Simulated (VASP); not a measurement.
# Si: single point with PBEsol

Si:

```xyz
1
Lattice="2.5781 0.0000 0.0000 -1.2890 2.2327 0.0000 0.0000 0.0000 2.4592" Properties=species:S:1:pos:R:3 pbc="T T T"
Si    0.0000    0.0000    0.0000
```

This isn't the form of Si at room conditions, which is diamond.

```yaml
Program: VASP 6.6.1
Task: single point
Functional: PBEsol
Potentials_or_basis: VASP PAW PBE potentials, release 64 (Si)
Cutoff: 500 eV
k_mesh: 12 × 12 × 11
Occupations: fermi-dirac, width 0.05 eV
Spin: no spin polarisation
```

```json
{
 "Pressure": "5.2 GPa",
 "Band gap on the k mesh": "zero (bands 2 and 3 overlap by 12.16 eV)"
}
```

Levels at points of the mesh, in eV from the Fermi level:
| k point | band 1 | band 2 | band 3 | band 4 | band 5 | band 6 |
| --- | --- | --- | --- | --- | --- | --- |
| (0.00, 0.00, 0.00) | -14.42 | 7.45 | 7.87 | 11.07 | 11.07 | 12.60 |
| (0.50, 0.00, 0.00) | -7.57 | -7.00 | 5.54 | 6.71 | 13.08 | 15.05 |

It took 8 s on 1 thread of Intel(R) Xeon(R) Platinum 8259CL CPU @ 2.50GHz (Skylake/Cascade Lake) (shared host), peak memory 0.12 GiB.

Caveat: the cell stands under pressure; the PAW data sets were made with another functional, which shifts forces and pressure a little.
